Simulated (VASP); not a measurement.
A run of VASP 6.6.1 is set up as follows.

Contents of POSCAR:

```
Al
1.0
    2.8270770242      0.0000000000      0.0000000000
   -1.4135385121      2.4483205214      0.0000000000
    0.0000000000      0.0000000000      9.1859930700
Al
4
Direct
    0.0000000000      0.0000000000      0.0000000000
    0.3333333300      0.6666666700      0.2500000000
    0.0000000000      0.0000000000      0.5000000000
    0.6666666700      0.3333333300      0.7500000000
```

The input INCAR.step1:

```
SYSTEM = Al
PREC = Accurate ; ENCUT = 520
ISMEAR = 0 ; SIGMA = 0.1
LREAL = .False. ; LASPH = .True.
NELM = 80 ; NBANDS = 14
GGA = PE ; ALGO = Normal
EDIFF = 1E-4 ; LWAVE = .True.
LCHARG = .False.
```

The input INCAR.step2:

```
SYSTEM = Al
PREC = Accurate ; ENCUT = 520
EDIFF = 1E-6 ; ISMEAR = 0
SIGMA = 0.1 ; LREAL = .False.
LASPH = .True. ; NELM = 80
ALGO = Normal ; ISIF = 2
LWAVE = .False. ; LCHARG = .False.
METAGGA = R2SCAN ; LMIXTAU = .True.
NBANDS = 14 ; ISTART = 1
```

KPOINTS

```
Automatic mesh
0
Gamma
  9 9 2
  0 0 0
```

Potentials or basis: VASP PAW PBE potentials, release 64 (Al).

The run is started by

```console
$ cat potpaw_PBE.64/Al/POTCAR > POTCAR
$ cp INCAR.step1 INCAR
$ mpirun -np 1 vasp_std > vasp.out
$ cp INCAR.step2 INCAR
$ mpirun -np 1 vasp_std > vasp.out
```

(1) What does it give for the pressure?

(2) Predict the band gap on the k mesh.

Answers

(1) 0.1 GPa.

(2) zero (band 6 reaches 12.68 eV, above the bottom of band 7 at 6.97 eV).

Caveat: the PAW data sets were made with another functional, which shifts forces and pressure a little.
